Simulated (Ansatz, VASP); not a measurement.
Ga3BAs4: VASP beside Ansatz

File POSCAR:

```
Ga3BAs4
1.0
    5.4502578492      0.0000000000      0.0000000000
    0.0000000000      5.4502578492      0.0000000000
    0.0000000000      0.0000000000      5.4502578492
B As Ga
1 4 3
Direct
    0.0000000000      0.0000000000      0.0000000000
    0.2290595190      0.2290595190      0.2290595190
    0.7709404810      0.7709404810      0.2290595190
    0.7709404810      0.2290595190      0.7709404810
    0.2290595190      0.7709404810      0.7709404810
    0.5000000000      0.5000000000      0.0000000000
    0.5000000000      0.0000000000      0.5000000000
    0.0000000000      0.5000000000      0.5000000000
```

The input INCAR.step1:

```
SYSTEM = Ga3BAs4
ALGO     = Normal         ! electronic algorithm
EDIFF    = 1E-4           ! SCF threshold, eV
ENCUT    = 520            ! plane-wave cutoff, eV
GGA      = PE             ! functional
ISMEAR   = 0              ! smearing method
LASPH    = .True.         ! aspherical terms in the spheres
LCHARG   = .False.        ! write CHGCAR
LREAL    = .False.        ! projectors in reciprocal space
LWAVE    = .True.         ! write WAVECAR
NBANDS   = 41             ! bands
NELM     = 80             ! most SCF steps
PREC     = Accurate       ! precision mode
SIGMA    = 0.01           ! smearing width, eV
```

File INCAR.step2:

```
SYSTEM = Ga3BAs4
ALGO     = Normal         ! electronic algorithm
EDIFF    = 1E-6           ! SCF threshold, eV
ENCUT    = 520            ! plane-wave cutoff, eV
ISIF     = 2              ! what is computed and relaxed
ISMEAR   = 0              ! smearing method
ISTART   = 1            
LASPH    = .True.         ! aspherical terms in the spheres
LCHARG   = .False.        ! write CHGCAR
LMIXTAU  = .True.       
LREAL    = .False.        ! projectors in reciprocal space
LWAVE    = .False.        ! write WAVECAR
METAGGA  = R2SCAN         ! meta-GGA
NBANDS   = 41             ! bands
NELM     = 80             ! most SCF steps
PREC     = Accurate       ! precision mode
SIGMA    = 0.01           ! smearing width, eV
```

KPOINTS

```
k-points
0
Gamma
  6 6 6
  0 0 0
```

Input for Ansatz:

```yaml
crystal:
  lattice:
    - [5.4502578492, 0.0, 0.0]
    - [0.0, 5.4502578492, 0.0]
    - [0.0, 0.0, 5.4502578492]
  atoms:
    - { symbol: B, position: [0.0, 0.0, 0.0] }
    - { symbol: As, position: [0.229059519, 0.229059519, 0.229059519] }
    - { symbol: Ga, position: [0.5, 0.5, 0.0] }
    - { symbol: As, position: [0.770940481, 0.770940481, 0.229059519] }
    - { symbol: Ga, position: [0.5, 0.0, 0.5] }
    - { symbol: As, position: [0.770940481, 0.229059519, 0.770940481] }
    - { symbol: Ga, position: [0.0, 0.5, 0.5] }
    - { symbol: As, position: [0.229059519, 0.770940481, 0.770940481] }
kpoints:
  mp_grid: { grid: [6, 6, 6] }
  band_path:
    path: [[0.0, 0.0, 0.0], [0.0, 0.5, 0.0], [0.5, 0.5, 0.0], [0.5, 0.5, 0.5]]
    npoints: 1
hamiltonian:
  xc: r2scan
scf:
  occupations: { method: fixed }
  n_extra_bands: 6
output:
  forces: true
  stress: true
  eigenvalues: true
```

Alike in both runs: task single point; functional r2SCAN; k mesh 6 × 6 × 6; no spin polarisation.

```csv
,VASP,Ansatz
version,VASP 6.6.1,Ansatz 0.2.0
potentials or method,"VASP PAW PBE potentials, release 64 (B, As, Ga_d)","plane waves, PAW"
plane-wave cutoff (eV),520,500
occupations,"gaussian, width 0.01 eV",fixed
valence electrons in the cell,62,102
```

|  | VASP | Ansatz | Ansatz less VASP |
| --- | --- | --- | --- |
| gap on the k mesh at the Fermi level (eV) | 0.80 | 0.80 | +0.001 |
| pressure (GPa) | 0.2 | 0.0 | -0.15 |

VASP's potentials were made for PBE, not for r2SCAN. VASP's potentials hold 62 valence electrons a cell and Ansatz's 102, so a difference there can come from the potentials and not from the codes.
